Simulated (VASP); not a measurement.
# CoPdO2 (R-3m) in VASP: a series of runs

CoPdO2 is run at these levels: r2SCAN+U; tasks: single point.

Program: VASP 6.6.1. These are calculated values, not measurements. Logs are shortened: lines on timing, memory, paths and dates and some standing lists are left out, and cuts for length are marked.

### Step 1. The cell of the first run

The structure is trigonal, space group R-3m (No. 166). The conventional cell has a = 2.845 Å, b = 2.845 Å, c = 17.880 Å, α = 90.00°, β = 90.00°, γ = 120.00°. Within 2.5 Å of Co (site symmetry -3m) lie 6 O at 1.91 Å. Pd (site symmetry -3m) has 2 O at 2.01 Å within 2.7 Å. O (site symmetry 3m) has 3 Co at 1.91 Å and 1 Pd at 2.01 Å within 2.5 Å.

### Step 2. Single point, r2SCAN+U, collinear spin, ferrimagnetic start

The input, POSCAR:

```
CoPdO2
1.0
    1.4224998100      0.8212806500      5.9600012600
   -1.4224998100      0.8212806500      5.9600012600
    0.0000000000     -1.6425613000      5.9600012600
Co Pd O
1 1 2
Direct
    0.5000000000      0.5000000000      0.5000000000
    0.0000000000      0.0000000000      0.0000000000
    0.1121500000      0.1121500000      0.1121500000
    0.8878500000      0.8878500000      0.8878500000
```

The input, INCAR.step1:

```
PREC = Accurate ; ENCUT = 520
ISMEAR = 0 ; SIGMA = 0.05
LREAL = False ; LASPH = True
NELM = 150 ; ISPIN = 2
MAGMOM = 3 -2 0 0 ; LMAXMIX = 4
LDAU = True ; LDAUTYPE = 1
LDAUL = 2 2 -1 ; LDAUU = 4 4 0
LDAUJ = 0.9 0.9 0 ; NBANDS = 28
GGA = PE ; ALGO = Normal
EDIFF = 1E-4 ; LWAVE = True
LCHARG = False
```

The input, INCAR.step2:

```
PREC = Accurate ; ENCUT = 520
EDIFF = 1E-7 ; ISMEAR = 0
SIGMA = 0.05 ; LREAL = False
LASPH = True ; NELM = 150
ALGO = Normal ; ISIF = 2
LWAVE = False ; LCHARG = False
ISPIN = 2 ; MAGMOM = 3 -2 0 0
LORBIT = 11 ; LMAXMIX = 4
LDAU = True ; LDAUTYPE = 1
LDAUL = 2 2 -1 ; LDAUU = 4 4 0
LDAUJ = 0.9 0.9 0 ; LDAUPRINT = 1
METAGGA = R2SCAN ; LMIXTAU = True
NBANDS = 28 ; ISTART = 1
```

The input, KPOINTS:

```
Automatic mesh
0
Gamma
  8 8 8
```

Potentials or basis: VASP PAW PBE potentials, release 64 (Co, Pd, O).

On the command line:

```sh
$ cat potpaw_PBE.64/Co/POTCAR potpaw_PBE.64/Pd/POTCAR potpaw_PBE.64/O/POTCAR > POTCAR
$ cp INCAR.step1 INCAR
$ mpirun -np 1 vasp_std > vasp.out
$ cp INCAR.step2 INCAR
$ mpirun -np 1 vasp_std > vasp.out
```

OUTCAR:

```text
PREC = Accurate
   ENCUT = 520
   EDIFF = 1E-7
   ISMEAR = 0
   LREAL = False
   LASPH = True
   NELM = 150
   ISIF = 2
   ISPIN = 2
   LORBIT = 11
   METAGGA = R2SCAN
   ISTART = 1

 ion  position               nearest neighbor table
   1  0.500  0.500  0.500-   3 1.91   3 1.91   4 1.91   4 1.91   3 1.91   4 1.91
   2  0.000  0.000  0.000-   3 2.01   4 2.01
   3  0.112  0.112  0.112-   1 1.91   1 1.91   1 1.91   2 2.01
   4  0.888  0.888  0.888-   1 1.91   1 1.91   1 1.91   2 2.01

  LATTYP: Found a trigonal (rhomboedric) cell.
 ALAT       =     6.1822020862
 COS(alpha) =     0.8941116852

  Lattice vectors:

 A1 = (   1.4224998100,   0.8212806500,   5.9600012600)
 A2 = (  -1.4224998100,   0.8212806500,   5.9600012600)
 A3 = (   0.0000000000,  -1.6425613000,   5.9600012600)

Analysis of symmetry for initial positions (statically):
=====================================================================
 Subroutine PRICEL returns:
 Original cell was already a primitive cell.

 Routine SETGRP: Setting up the symmetry group for a
 trigonal (rhombohedral) supercell.

 Subroutine GETGRP returns: Found 12 space group operations
 (whereof 12 operations were pure point group operations)
 out of a pool of 12 trial point group operations.

The static configuration has the point symmetry D_3d.

Analysis of symmetry for dynamics (positions and initial velocities):
=====================================================================
 Subroutine PRICEL returns:
 Original cell was already a primitive cell.

 Routine SETGRP: Setting up the symmetry group for a
 trigonal (rhombohedral) supercell.

 Subroutine GETGRP returns: Found 12 space group operations
 (whereof 12 operations were pure point group operations)
 out of a pool of 12 trial point group operations.

The dynamic configuration has the point symmetry D_3d.

Analysis of structural, dynamic, and magnetic symmetry:
=====================================================================
 Subroutine PRICEL returns:
 Original cell was already a primitive cell.

 Routine SETGRP: Setting up the symmetry group for a
 trigonal (rhombohedral) supercell.

 Subroutine GETGRP returns: Found 12 space group operations
 (whereof 12 operations were pure point group operations)
 out of a pool of 12 trial point group operations.

The overall configuration has the point symmetry D_3d.

 Subroutine INISYM returns: Found 12 space group operations
 (whereof 12 operations are pure point group operations),
 and found     1 'primitive' translations

----------------------------------------------------------------------------------------

                                     Primitive cell

  volume of cell :      41.7774

  direct lattice vectors                    reciprocal lattice vectors
[... 141 lines left out ...]
 -0.0000  1.0309 -0.0000  0.0000 -0.0361
 -0.0000 -0.0000  0.9754  0.0000  0.0000
 -0.0361  0.0000  0.0000  1.0309 -0.0000
 -0.0000 -0.0361  0.0000 -0.0000  1.0191

spin component  2

  0.3171  0.0000 -0.0000 -0.1512  0.0000
  0.0000  0.2030 -0.0000 -0.0000 -0.1512
 -0.0000 -0.0000  0.9713  0.0000  0.0000
 -0.1512 -0.0000  0.0000  0.2030  0.0000
  0.0000 -0.1512  0.0000  0.0000  0.3171

 occupancies and eigenvectors

  o =  0.0985  v =  0.0000  0.0000  0.0000  0.0000  0.0000 -0.5688  0.0000 -0.0000 -0.8225  0.0000      0.0000  0.0000  0.0000  0.0000  0.0000  0.0000  0.0000  0.0000  0.0000  0.0000
  o =  0.0985  v =  0.0000  0.0000  0.0000  0.0000  0.0000  0.0000  0.8225 -0.0000  0.0000  0.5688      0.0000  0.0000  0.0000  0.0000  0.0000  0.0000  0.0000  0.0000  0.0000  0.0000
  o =  0.4217  v =  0.0000  0.0000  0.0000  0.0000  0.0000 -0.8225  0.0000  0.0000  0.5688 -0.0000      0.0000  0.0000  0.0000  0.0000  0.0000  0.0000  0.0000  0.0000  0.0000  0.0000
  o =  0.4217  v =  0.0000  0.0000  0.0000  0.0000  0.0000  0.0000 -0.5688 -0.0000 -0.0000  0.8225      0.0000  0.0000  0.0000  0.0000  0.0000  0.0000  0.0000  0.0000  0.0000  0.0000
  o =  0.9713  v =  0.0000  0.0000  0.0000  0.0000  0.0000  0.0000 -0.0000  1.0000 -0.0000  0.0000      0.0000  0.0000  0.0000  0.0000  0.0000  0.0000  0.0000  0.0000  0.0000  0.0000
  o =  0.9754  v =  0.0000  0.0000 -1.0000  0.0000  0.0000  0.0000  0.0000  0.0000  0.0000  0.0000      0.0000  0.0000  0.0000  0.0000  0.0000  0.0000  0.0000  0.0000  0.0000  0.0000
  o =  0.9884  v = -0.7619  0.0000 -0.0000 -0.6477 -0.0000  0.0000  0.0000  0.0000  0.0000  0.0000      0.0000  0.0000  0.0000  0.0000  0.0000  0.0000  0.0000  0.0000  0.0000  0.0000
  o =  0.9884  v =  0.0000 -0.6477 -0.0000  0.0000 -0.7619  0.0000  0.0000  0.0000  0.0000  0.0000      0.0000  0.0000  0.0000  0.0000  0.0000  0.0000  0.0000  0.0000  0.0000  0.0000
  o =  1.0615  v =  0.6477  0.0000 -0.0000 -0.7619 -0.0000  0.0000  0.0000  0.0000  0.0000  0.0000      0.0000  0.0000  0.0000  0.0000  0.0000  0.0000  0.0000  0.0000  0.0000  0.0000
  o =  1.0615  v =  0.0000 -0.7619  0.0000 -0.0000  0.6477  0.0000  0.0000  0.0000  0.0000  0.0000      0.0000  0.0000  0.0000  0.0000  0.0000  0.0000  0.0000  0.0000  0.0000  0.0000

atom =   2  type =  2  l = 2

 onsite density matrix

spin component  1

  0.8883  0.0000  0.0000  0.0003  0.0000
  0.0000  0.9638  0.0000  0.0000  0.0003
  0.0000  0.0000  0.4860 -0.0000  0.0000
  0.0003  0.0000 -0.0000  0.9638  0.0000
  0.0000  0.0003  0.0000  0.0000  0.8883

spin component  2

  0.9286  0.0000 -0.0000 -0.0028  0.0000
  0.0000  0.9547 -0.0000 -0.0000 -0.0028
 -0.0000 -0.0000  0.8070 -0.0000  0.0000
 -0.0028 -0.0000 -0.0000  0.9547  0.0000
  0.0000 -0.0028  0.0000  0.0000  0.9286

 occupancies and eigenvectors

  o =  0.4860  v = -0.0000  0.0000  1.0000  0.0000 -0.0000  0.0000  0.0000  0.0000  0.0000  0.0000      0.0000  0.0000  0.0000  0.0000  0.0000  0.0000  0.0000  0.0000  0.0000  0.0000
  o =  0.8070  v =  0.0000  0.0000  0.0000  0.0000  0.0000  0.0000  0.0000 -1.0000  0.0000  0.0000      0.0000  0.0000  0.0000  0.0000  0.0000  0.0000  0.0000  0.0000  0.0000  0.0000
  o =  0.8883  v =  1.0000  0.0000 -0.0000 -0.0045 -0.0000  0.0000  0.0000  0.0000  0.0000  0.0000      0.0000  0.0000  0.0000  0.0000  0.0000  0.0000  0.0000  0.0000  0.0000  0.0000
  o =  0.8883  v =  0.0000 -0.0045  0.0000 -0.0000  1.0000  0.0000  0.0000  0.0000  0.0000  0.0000      0.0000  0.0000  0.0000  0.0000  0.0000  0.0000  0.0000  0.0000  0.0000  0.0000
  o =  0.9283  v =  0.0000  0.0000  0.0000  0.0000  0.0000 -0.9943  0.0000 -0.0000 -0.1067  0.0000      0.0000  0.0000  0.0000  0.0000  0.0000  0.0000  0.0000  0.0000  0.0000  0.0000
  o =  0.9283  v =  0.0000  0.0000  0.0000  0.0000  0.0000  0.0000 -0.1067 -0.0000 -0.0000 -0.9943      0.0000  0.0000  0.0000  0.0000  0.0000  0.0000  0.0000  0.0000  0.0000  0.0000
  o =  0.9550  v =  0.0000  0.0000  0.0000  0.0000  0.0000 -0.1067  0.0000  0.0000  0.9943 -0.0000      0.0000  0.0000  0.0000  0.0000  0.0000  0.0000  0.0000  0.0000  0.0000  0.0000
  o =  0.9550  v =  0.0000  0.0000  0.0000  0.0000  0.0000  0.0000  0.9943 -0.0000 -0.0000 -0.1067      0.0000  0.0000  0.0000  0.0000  0.0000  0.0000  0.0000  0.0000  0.0000  0.0000
  o =  0.9638  v = -0.0045  0.0000  0.0000 -1.0000  0.0000  0.0000  0.0000  0.0000  0.0000  0.0000      0.0000  0.0000  0.0000  0.0000  0.0000  0.0000  0.0000  0.0000  0.0000  0.0000
  o =  0.9638  v =  0.0000  1.0000  0.0000  0.0000  0.0045  0.0000  0.0000  0.0000  0.0000  0.0000      0.0000  0.0000  0.0000  0.0000  0.0000  0.0000  0.0000  0.0000  0.0000  0.0000

 number of electron      30.9999997 magnetization       3.2967041

 Free energy of the ion-electron system (eV)
  ---------------------------------------------------
  ext. energy  EPLUGINS =         0.00000000
  ---------------------------------------------------
  free energy    TOTEN  =       -48.40779476 eV

  energy without entropy =      -48.40612197  energy(sigma->0) =      -48.40695836

 E-fermi :   6.9407     XC(G=0): -13.1271

 val. band max:        6.9350632122   @ k =   0.3750   0.3750   0.2500
 cond. band min:       6.9420019655   @ k =   0.2500   0.2500   0.2500
 fundamental gap:      0.0069387533
 Fermi energy:         6.9407326699

 spin component 1

 k-point     1 :       0.0000    0.0000    0.0000
  band No.  band energies     occupation
      1     -14.5610      1.00000
      2     -12.6531      1.00000
      3      -1.7625      1.00000
      4      -1.7625      1.00000
      5      -1.5137      1.00000
      6       0.3385      1.00000
[... 1433 lines left out ...]
     26      26.7567      0.00000
     27      27.5037      0.00000

 [... further k-points ...]

 [bands above 27 left out]

------------------------ aborting loop because EDIFF is reached ----------------------------------------

  FORCE on cell =-STRESS in cart. coord.  units (eV):
  Direction    XX          YY          ZZ          XY          YZ          ZX
  --------------------------------------------------------------------------------------
  -------------------------------------------------------------------------------------
  Total        4.9065103      4.9065104      3.2842014      0.0000000     -0.0000000      0.0000000
  in kB      188.1663202    188.1663210    125.9502266      0.0000000     -0.0000000      0.0000000
  external PRESSURE =     167.4276226 kB  Pullay stress =       0.0000000 kB

 VOLUME and BASIS-vectors are now :
 -----------------------------------------------------------------------------
  energy-cutoff  :      520.00
  volume of cell :       41.78
      direct lattice vectors                 reciprocal lattice vectors
     1.422499810  0.821280650  5.960001260     0.351493896  0.202935095  0.055928400
    -1.422499810  0.821280650  5.960001260    -0.351493896  0.202935095  0.055928400
     0.000000000 -1.642561300  5.960001260     0.000000000 -0.405870190  0.055928400

 POSITION                                       TOTAL-FORCE (eV/Angst)
 -----------------------------------------------------------------------------------
      0.00000      0.00000      8.94000         0.000000      0.000000      0.000000
      0.00000      0.00000      0.00000         0.000000      0.000000      0.000000
      0.00000      0.00000      2.00524         0.000000      0.000000     -1.625566
      0.00000      0.00000     15.87476         0.000000     -0.000000      1.625566
 -----------------------------------------------------------------------------------
    total drift:                               -0.000000     -0.000000      0.000000

  FREE ENERGIE OF THE ION-ELECTRON SYSTEM (eV)
  ---------------------------------------------------
  free  energy   TOTEN  =       -48.4077947594 eV

  energy  without entropy=      -48.4061219655  energy(sigma->0) =      -48.40695836

 total charge

# of ion       s       p       d       tot
------------------------------------------
    1        0.447   0.712   7.051   8.209
    2        0.443   0.408   8.716   9.568
    3        1.573   3.526   0.000   5.100
    4        1.573   3.526   0.000   5.100
--------------------------------------------------
tot          4.036   8.173  15.767  27.976

 magnetization (x)

# of ion       s       p       d       tot
------------------------------------------
    1        0.022   0.029   3.061   3.112
    2       -0.021   0.004  -0.383  -0.401
    3        0.017   0.250   0.000   0.267
    4        0.017   0.250   0.000   0.267
--------------------------------------------------
tot          0.035   0.533   2.678   3.245
```

Run time: 47 min. Hardware: 1 thread of Intel Xeon Platinum 8488C (Sapphire Rapids), shared host; peak memory 0.55 GiB.

What came out:

```yaml
Free_energy: -48.4078 eV
Pressure: 16.7 GPa
Largest_force: 1.626 eV/Å
Net_moment: 3.30 μB per cell
Site_moments: Co +3.11; Pd -0.40; O +0.27 μB
Valence_electrons_inside_the_program's_atomic_spheres: Co 8.21; Pd 9.57; O 5.10
```

Forces on the atoms (eV/Å):
```
Co   0.000  0.000  0.000
Pd   0.000  0.000  0.000
O    0.000  0.000 -1.626
O    0.000  0.000  1.626
```

Levels at points of the mesh, in eV from the Fermi level:
Spin up:
```csv
k point,band 13,band 14,band 15,band 16,band 17,band 18,band 19,band 20,band 21,band 22
"(0.00, 0.00, 0.00)",-2.36,-2.36,-2.32,-2.32,0.21,0.21,4.21,7.62,10.06,13.11
"(0.50, 0.00, 0.00)",-2.40,-1.65,-1.12,-0.48,-0.08,2.31,4.76,9.37,11.36,13.96
"(0.50, 0.50, 0.00)",-3.13,-2.86,-1.94,-0.08,0.22,2.69,4.85,10.21,10.68,13.31
"(0.50, 0.50, 0.50)",-2.33,-2.33,-0.92,-0.92,-0.40,-0.40,5.66,6.21,10.07,13.16
```
Spin down:
| k point | band 11 | band 12 | band 13 | band 14 | band 15 | band 16 | band 17 | band 18 |
| --- | --- | --- | --- | --- | --- | --- | --- | --- |
| (0.00, 0.00, 0.00) | -1.92 | -1.92 | -1.65 | -1.65 | 1.82 | 1.82 | 3.62 | 3.62 |
| (0.50, 0.00, 0.00) | -2.17 | -1.40 | -0.59 | 0.82 | 0.92 | 1.54 | 3.33 | 4.46 |
| (0.50, 0.50, 0.00) | -2.61 | -1.94 | -0.59 | -0.25 | 1.03 | 2.27 | 3.55 | 4.60 |
| (0.50, 0.50, 0.50) | -2.80 | -1.36 | -0.51 | -0.51 | 1.74 | 1.74 | 3.45 | 3.45 |

Eigenvalues of the final occupation matrices:
| site | spin | trace | eigenvalues |
| --- | --- | --- | --- |
| site 1 d | 1 | 5.08 | 0.98 0.99 0.99 1.06 1.06 |
| site 1 d | 2 | 2.01 | 0.10 0.10 0.42 0.42 0.97 |
| site 2 d | 1 | 4.19 | 0.49 0.89 0.89 0.96 0.96 |
| site 2 d | 2 | 4.57 | 0.81 0.93 0.93 0.95 0.95 |

Caveat: the PAW data sets were made with another functional, which shifts forces and pressure a little; a cell with one magnetic atom can't hold antiferromagnetic order, which such compounds often take.

(Part 1 of 2 ends here.)
